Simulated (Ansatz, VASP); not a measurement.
## Two plane-wave programs on Rb2V

```
Rb V
1.0
     5.98691    0.00000    0.00000
     0.00000    5.98691    0.00000
     0.00000    0.00000    5.98691
Rb V
4 2
Direct
  0.25000 0.25000 0.25000
  0.25000 0.75000 0.75000
  0.75000 0.75000 0.25000
  0.75000 0.25000 0.75000
  0.00000 0.00000 0.00000
  0.50000 0.50000 0.50000
```

Alike in both runs: task single point; functional PBE; k mesh 4 × 4 × 4; occupations gaussian, width 0.1 eV; collinear spin.

|  | VASP | Ansatz |
| --- | --- | --- |
| version | VASP 6.6.1 | Ansatz 0.2.0 |
| potentials or method | VASP PAW PBE potentials, release 64 (Rb_sv, V_sv), cutoff 520 eV | scalar-relativistic, plane waves, PAW |
| valence electrons in the cell | 62 | 62 |

VASP gave:

```
gap on the k mesh at the Fermi level (eV)                     : none
pressure (GPa)                                                : 9.7
net moment per atom (μB)                                      : 1.69
size of the moment on the site where the two differ most (μB) : 3.44
```

Q: What did Ansatz give for the same quantities?

A: gap on the k mesh at the Fermi level (eV): none; pressure (GPa): 9.5; net moment per atom (μB): 1.69; size of the moment on the site where the two differ most (μB): 3.21.

Site moments also hang on the region over which each program counts them. A gap of «none» marks a metal or a gap that the smearing closes.
